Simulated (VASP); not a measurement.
# SnSe (Fm-3m) in VASP: further runs

Runs on SnSe. Level: PBEsol. Tasks: single point.

Everything below comes from runs of VASP 6.6.1. Logs are shortened: lines on timing, memory, paths and dates and some standing lists are left out, and cuts for length are marked.

**1. The cell of the first run**

Symmetry: Fm-3m, No. 225, cubic system. The conventional cell has a = 5.980 Å, b = 5.980 Å, c = 5.980 Å, α = 90.00°, β = 90.00°, γ = 90.00°. Sn (site symmetry m-3m) has 6 Se at 2.99 Å within 3.9 Å. Within 3.9 Å of Se (site symmetry m-3m) lie 6 Sn at 2.99 Å.

**2. Single point, PBEsol**

The input, INCAR:

```
SYSTEM = SnSe
PREC = Accurate
ENCUT = 520
EDIFF = 1E-7
ISMEAR = -1
SIGMA = 0.05
LREAL = .FALSE.
LASPH = .TRUE.
NELM = 100
ALGO = Normal
ISIF = 2
LWAVE = .FALSE.
LCHARG = .TRUE.
GGA = PS
LELF = .TRUE.
LVHAR = .TRUE.
NBANDS = 17
```

The input, KPOINTS:

```
Automatic mesh
0
G
  8 8 8
  0 0 0
```

The input, POSCAR:

```
SnSe
1.0
    0.0000000000      2.9897980490      2.9897980490
    2.9897980490      0.0000000000      2.9897980490
    2.9897980490      2.9897980490      0.0000000000
Sn Se
1 1
Direct
    0.0000000000      0.0000000000      0.0000000000
    0.5000000000      0.5000000000      0.5000000000
```

Potentials or basis: VASP PAW PBE potentials, release 64 (Sn_d, Se).

Command:

```
$ cat potpaw_PBE.64/Sn_d/POTCAR potpaw_PBE.64/Se/POTCAR > POTCAR
$ mpirun -np 1 vasp_std > vasp.out
```

OUTCAR:

```text
SYSTEM = SnSe
   PREC = Accurate
   ENCUT = 520
   EDIFF = 1E-7
   ISMEAR = -1
   LREAL = .FALSE.
   LASPH = .TRUE.
   NELM = 100
   ISIF = 2
   GGA = PS

 ion  position               nearest neighbor table
   1  0.000  0.000  0.000-   2 2.99   2 2.99   2 2.99   2 2.99   2 2.99   2 2.99
   2  0.500  0.500  0.500-   1 2.99   1 2.99   1 2.99   1 2.99   1 2.99   1 2.99

  LATTYP: Found a face centered cubic cell.
 ALAT       =     5.9795960980

  Lattice vectors:

 A1 = (   0.0000000000,   2.9897980490,   2.9897980490)
 A2 = (   2.9897980490,   0.0000000000,   2.9897980490)
 A3 = (   2.9897980490,   2.9897980490,   0.0000000000)

Analysis of symmetry for initial positions (statically):
=====================================================================
 Subroutine PRICEL returns:
 Original cell was already a primitive cell.

 Routine SETGRP: Setting up the symmetry group for a
 face centered cubic supercell.

 Subroutine GETGRP returns: Found 48 space group operations
[... 9 lines left out ...]

 Routine SETGRP: Setting up the symmetry group for a
 face centered cubic supercell.

 Subroutine GETGRP returns: Found 48 space group operations
[... 11 lines left out ...]
                                     Primitive cell

  volume of cell :      53.4510

  direct lattice vectors                    reciprocal lattice vectors
     0.000000000  2.989798049  2.989798049    -0.167235376  0.167235376  0.167235376
     2.989798049  0.000000000  2.989798049     0.167235376 -0.167235376  0.167235376
     2.989798049  2.989798049  0.000000000     0.167235376  0.167235376 -0.167235376

  length of vectors
     4.228212950  4.228212950  4.228212950     0.289660168  0.289660168  0.289660168

  position of ions in fractional coordinates (direct lattice)
     0.000000000  0.000000000  0.000000000
     0.500000000  0.500000000  0.500000000

  ion indices of the primitive-cell ions
   primitive index   ion index
                 1           1
                 2           2

----------------------------------------------------------------------------------------

 KPOINTS: Automatic mesh

Automatic generation of k-mesh.
 Grid dimensions read from file:
 generate k-points for:    8    8    8

 Generating k-lattice:

  Cartesian coordinates                     Fractional coordinates (reciprocal lattice)
    -0.020904422  0.020904422  0.020904422     0.125000000  0.000000000  0.000000000
     0.020904422 -0.020904422  0.020904422     0.000000000  0.125000000  0.000000000
     0.020904422  0.020904422 -0.020904422     0.000000000  0.000000000  0.125000000

  Length of vectors
     0.036207521  0.036207521  0.036207521

  Shift w.r.t. Gamma in fractional coordinates (k-lattice)
     0.000000000  0.000000000  0.000000000

 Subroutine IBZKPT returns following result:
 ===========================================

 Found     29 irreducible k-points:

 Following reciprocal coordinates:
            Coordinates               Weight
  0.000000  0.000000  0.000000      1.000000
  0.125000  0.000000  0.000000      8.000000
  0.250000  0.000000  0.000000      8.000000
  0.375000  0.000000  0.000000      8.000000
  0.500000  0.000000  0.000000      4.000000
  0.125000  0.125000  0.000000      6.000000
[... 16 lines left out ...]
  0.500000  0.250000  0.125000     48.000000
 -0.375000  0.250000  0.125000     24.000000
 [... further k-points ...]
   k-points           NKPTS =     29   k-points in BZ     NKDIM =     29   number of bands    NBANDS=     17
   number of dos      NEDOS =    301   number of ions     NIONS =      2
   total plane-waves  NPLWV =  32768
   dimension x,y,z NGX =    32 NGY =   32 NGZ =   32
   dimension x,y,z NGXF=    64 NGYF=   64 NGZF=   64
   ions per type =               1   1
   NGX,Y,Z   is equivalent  to a cutoff of  12.58, 12.58, 12.58 a.u.
   NGXF,Y,Z  is equivalent  to a cutoff of  25.16, 25.16, 25.16 a.u.
 SYSTEM =  SnSe
   PREC   = accura    normal or accurate (medium, high low for compatibility)
   ISTART =      0    job   : 0-new  1-cont  2-samecut
   ICHARG =      2    charge: 1-file 2-atom 10-const
   ISPIN  =      1    spin polarized calculation?
   LNONCOLLINEAR =      F non collinear calculations
   LSORBIT =      F    spin-orbit coupling
   LASPH  =      T    aspherical Exc in radial PAW
   ENCUT  =  520.0 eV  38.22 Ry    6.18 a.u.   7.86  7.86  7.86*2*pi/ulx,y,z
   NELM   =    100;   NELMIN=  2; NELMDL= -5     # of ELM steps
   EDIFF  = 0.1E-06   stopping-criterion for ELM
   LREAL  =      F    real-space projection
   EDIFFG = 0.1E-05   stopping-criterion for IOM
   NSW    =      0    number of steps for IOM
   IBRION =     -1    ionic relax: 0-MD 1-quasi-New 2-CG
   NFREE  =      0    steps in history (QN), initial steepest desc. (CG)
   ISIF   =      2    stress and relaxation
   ISYM   =      2    0-nonsym 1-usesym 2-fastsym
   POTIM  = 0.5000    time-step for ionic-motion
   TEBEG  =    0.0;   TEEND  =   0.0 temperature during run
   PSTRESS=    0.0 pullay stress
   NELECT =      20.0000    total number of electrons
   NUPDOWN=      -1.0000    fix difference up-down
   EMIN   =  10.00;   EMAX   =-10.00  energy-range for DOS
   EFERMI =   0.00;   METHOD = LEGACY
   ISMEAR =    -1;   SIGMA  =   0.05  broadening in eV -4-tet -1-fermi 0-gaus
   EFERMI_NEDOS =   21; number of points for ismear=-14 and -15
   IALGO  =     38    algorithm
   IMIX   =      4    mixing-type and parameters
     AMIX     =   0.40;   BMIX     =  1.00
     AMIX_MAG =   1.60;   BMIX_MAG =  1.00
  volume/ion in A,a.u.               =      26.73       180.35
  Fermi-wavevector in a.u.,A,eV,Ry     =   1.179686  2.229283 18.934661  1.391658
  Thomas-Fermi vector in A             =   2.315992
   LORBIT       =      0    0 simple, 1 ext, 2 COOP (PROOUT), +10 PAW based schemes
   GGA     = PS    functional components
   LHFCALC =     F    Hartree Fock is set to
   AEXX    =    0.0000 exact exchange contribution
   IVDW    =     0    specifies the selected vdW correction
   LEPSILON=     F    determine dielectric tensor
   LRPA    =     F    only Hartree local field effects (RPA)
 non-spin polarized calculation
  energy-cutoff  :      520.00
  volume of cell :       53.45
 maximum number of plane-waves:      1459
   NGX = 15   NGY = 15   NGZ = 15

 number of electron      20.0000008 magnetization

 Free energy of the ion-electron system (eV)
  ---------------------------------------------------
  ext. energy  EPLUGINS =         0.00000000
  ---------------------------------------------------
  free energy    TOTEN  =        -8.98333129 eV

  energy without entropy =       -8.98329620  energy(sigma->0) =       -8.98331374

 E-fermi :   5.8991     XC(G=0):  -9.8678

 val. band max:        5.5675031885   @ k =   0.5000   0.0000   0.0000
 cond. band min:       6.2936514021   @ k =  -0.3750   0.1250   0.0000
 fundamental gap:      0.7261482136
 Fermi energy:         5.8991483094

 k-point     1 :       0.0000    0.0000    0.0000
  band No.  band energies     occupation
      1     -15.8141      2.00000
      2     -15.8141      2.00000
      3     -15.8139      2.00000
      4     -15.8139      2.00000
      5     -15.8139      2.00000
      6      -8.3500      2.00000
[... 9 lines left out ...]
     16      11.4473      0.00000
     17      13.7220      0.00000

 k-point     2 :       0.1250    0.0000    0.0000
  band No.  band energies     occupation
      1     -15.8154      2.00000
      2     -15.8154      2.00000
      3     -15.8135      2.00000
      4     -15.8118      2.00000
      5     -15.8118      2.00000
      6      -8.2358      2.00000
[... 9 lines left out ...]
     16      11.8273      0.00000
     17      14.8938      0.00000

 k-point     3 :       0.2500    0.0000    0.0000
  band No.  band energies     occupation
      1     -15.8186      2.00000
      2     -15.8186      2.00000
      3     -15.8125      2.00000
      4     -15.8067      2.00000
      5     -15.8067      2.00000
      6      -7.9271      2.00000
[... 9 lines left out ...]
     16      12.8040      0.00000
     17      17.0722      0.00000

 k-point     4 :       0.3750    0.0000    0.0000
  band No.  band energies     occupation
      1     -15.8218      2.00000
      2     -15.8218      2.00000
      3     -15.8117      2.00000
      4     -15.8016      2.00000
      5     -15.8016      2.00000
      6      -7.5512      2.00000
[... 9 lines left out ...]
     16      14.3037      0.00000
     17      17.1178      0.00000

 k-point     5 :       0.5000    0.0000    0.0000
  band No.  band energies     occupation
      1     -15.8231      2.00000
      2     -15.8231      2.00000
      3     -15.8113      2.00000
      4     -15.7995      2.00000
      5     -15.7995      2.00000
      6      -7.3650      2.00000
[... 9 lines left out ...]
     16      15.8699      0.00000
     17      15.8699      0.00000

 k-point     6 :       0.1250    0.1250    0.0000
  band No.  band energies     occupation
      1     -15.8174      2.00000
      2     -15.8150      2.00000
      3     -15.8129      2.00000
      4     -15.8111      2.00000
      5     -15.8111      2.00000
      6      -8.1976      2.00000
[... 9 lines left out ...]
     16      12.5219      0.00000
     17      14.0313      0.00000

 k-point     7 :       0.2500    0.1250    0.0000
  band No.  band energies     occupation
      1     -15.8213      2.00000
      2     -15.8148      2.00000
      3     -15.8143      2.00000
      4     -15.8078      2.00000
      5     -15.8061      2.00000
      6      -7.9528      2.00000
[... 9 lines left out ...]
     16      13.4981      0.00000
     17      15.3339      0.00000

 k-point     8 :       0.3750    0.1250    0.0000
  band No.  band energies     occupation
      1     -15.8247      2.00000
      2     -15.8175      2.00000
      3     -15.8126      2.00000
      4     -15.8043      2.00000
      5     -15.8009      2.00000
      6      -7.5929      2.00000
[... 9 lines left out ...]
     16      14.9142      0.00000
     17      17.0553      0.00000
[... 203 lines left out ...]
      1     -15.8427      2.00000
      2     -15.8191      2.00000
      3     -15.8077      2.00000
      4     -15.7964      2.00000
      5     -15.7955      2.00000
      6      -7.1161      2.00000
[... 9 lines left out ...]
     16      16.8761      0.00000
     17      17.2614      0.00000

 k-point    20 :      -0.3750    0.3750    0.0000
  band No.  band energies     occupation
      1     -15.8382      2.00000
      2     -15.8140      2.00000
      3     -15.8114      2.00000
      4     -15.7994      2.00000
      5     -15.7970      2.00000
      6      -7.0704      2.00000
[... 9 lines left out ...]
     16      15.5717      0.00000
     17      18.0067      0.00000

 k-point    21 :       0.5000    0.5000    0.0000
  band No.  band energies     occupation
      1     -15.8467      2.00000
      2     -15.8213      2.00000
      3     -15.8056      2.00000
      4     -15.7943      2.00000
      5     -15.7943      2.00000
      6      -7.0656      2.00000
[... 9 lines left out ...]
     16      17.3975      0.00000
     17      18.3284      0.00000

 k-point    22 :       0.3750    0.2500    0.1250
  band No.  band energies     occupation
      1     -15.8255      2.00000
      2     -15.8146      2.00000
      3     -15.8145      2.00000
      4     -15.8045      2.00000
      5     -15.8026      2.00000
      6      -7.6794      2.00000
[... 9 lines left out ...]
     16      15.0779      0.00000
     17      15.2814      0.00000

 k-point    23 :       0.5000    0.2500    0.1250
  band No.  band energies     occupation
      1     -15.8284      2.00000
      2     -15.8167      2.00000
      3     -15.8115      2.00000
      4     -15.8027      2.00000
      5     -15.7999      2.00000
      6      -7.3594      2.00000
[... 9 lines left out ...]
     16      15.3362      0.00000
     17      16.7915      0.00000

 k-point    24 :      -0.3750    0.2500    0.1250
  band No.  band energies     occupation
      1     -15.8294      2.00000
      2     -15.8178      2.00000
      3     -15.8084      2.00000
      4     -15.8042      2.00000
      5     -15.7983      2.00000
      6      -7.2076      2.00000
[... 9 lines left out ...]
     16      16.4412      0.00000
     17      16.5503      0.00000

 [... further k-points ...]
[... 5 lines left out ...]
  --------------------------------------------------------------------------------------
  -------------------------------------------------------------------------------------
  Total       -0.3062865     -0.3062865     -0.3062865     -0.0000000     -0.0000000      0.0000000
  in kB       -9.1808497     -9.1808497     -9.1808497     -0.0000000     -0.0000000      0.0000000
  external PRESSURE =      -9.1808497 kB  Pullay stress =       0.0000000 kB

 VOLUME and BASIS-vectors are now :
 -----------------------------------------------------------------------------
  energy-cutoff  :      520.00
  volume of cell :       53.45
      direct lattice vectors                 reciprocal lattice vectors
     0.000000000  2.989798049  2.989798049    -0.167235376  0.167235376  0.167235376
     2.989798049  0.000000000  2.989798049     0.167235376 -0.167235376  0.167235376
     2.989798049  2.989798049  0.000000000     0.167235376  0.167235376 -0.167235376

 POSITION                                       TOTAL-FORCE (eV/Angst)
 -----------------------------------------------------------------------------------
      0.00000      0.00000      0.00000        -0.000000      0.000000     -0.000000
      2.98980      2.98980      2.98980         0.000000     -0.000000      0.000000
 -----------------------------------------------------------------------------------
    total drift:                                0.000000     -0.000000     -0.000000

  FREE ENERGIE OF THE ION-ELECTRON SYSTEM (eV)
  ---------------------------------------------------
  free  energy   TOTEN  =        -8.9833312892 eV

  energy  without entropy=       -8.9832961968  energy(sigma->0) =       -8.98331374
```

Run time: 12 s. Hardware: 1 thread of AMD EPYC 9R45 (Zen 5), shared host; peak memory 0.15 GiB.

Results:

- Free energy: -8.9833 eV
- Pressure: -0.9 GPa
- Band gap on the k mesh: 0.73 eV, indirect (least direct gap 0.74 eV)

Levels at points of the mesh, in eV from the valence-band top:
```
           k point  band 6  band 7  band 8  band 9  band 10  band 11  band 12  band 13  band 14  band 15
(0.00, 0.00, 0.00)  -13.92   -4.94   -2.14   -2.14    -2.14     4.46     4.46     4.46     5.88     5.88
(0.50, 0.00, 0.00)  -12.93   -8.09   -1.89   -1.89     0.00     0.74     1.30     1.30     8.28    10.23
(0.50, 0.50, 0.00)  -12.63   -5.94   -5.54   -3.64    -3.64     2.95     5.54     5.54     6.16    10.62
```

Caveat: the PAW data sets were made with another functional, which shifts forces and pressure a little; spin-orbit coupling is left out, which moves the levels of the heavy elements. A k mesh can miss the band edges.

[end of part 1 of 2]
